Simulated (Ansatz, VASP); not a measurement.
**BN in VASP and in Ansatz**

```
B N
1.0
     2.50399   -0.03756   -0.03756
    -1.28452    2.18730   -0.01375
    -0.09992   -0.09992    6.66120
B N
2 2
Direct
  0.33333 0.66667 0.25000
  0.66667 0.33333 0.75000
  0.33333 0.66667 0.75000
  0.66667 0.33333 0.25000
```

Change from the starting cell: equal xy, yz and zx shear strains of -3 %, crystal datasets.

Alike in both runs: task electric field gradients; functional PBE; k mesh 11 × 11 × 4; occupations fermi-dirac, width 0.02 eV; no spin polarisation.

```csv
,VASP,Ansatz
version,VASP 6.6.1,Ansatz 0.2.0
potentials or method,"VASP PAW PBE potentials, release 64 (B, N), cutoff 520 eV","all-electron PAW with datasets made for the crystal, scalar-relativistic"
```

|  | VASP | Ansatz | Ansatz less VASP |
| --- | --- | --- | --- |
| gap on the k mesh at the Fermi level (eV) | 4.23 | 4.23 | 0.000 |
| pressure (GPa) | 3.6 | 3.5 | -0.10 |
| traceless stress, the component that is largest in VASP (GPa) | 11.16 | 11.14 | -0.027 |
| rms of the force components (eV/Å) | 0.219 | 0.218 | -0.0007 |
| size of Vzz on the site where it differs most (V/Å²) | 35.0 | 28.9 | -6.11 |

Atom by atom the forces differ by 0.001 eV/Å (rms over components). Ansatz ran all-electron here, and VASP with PAW potentials.
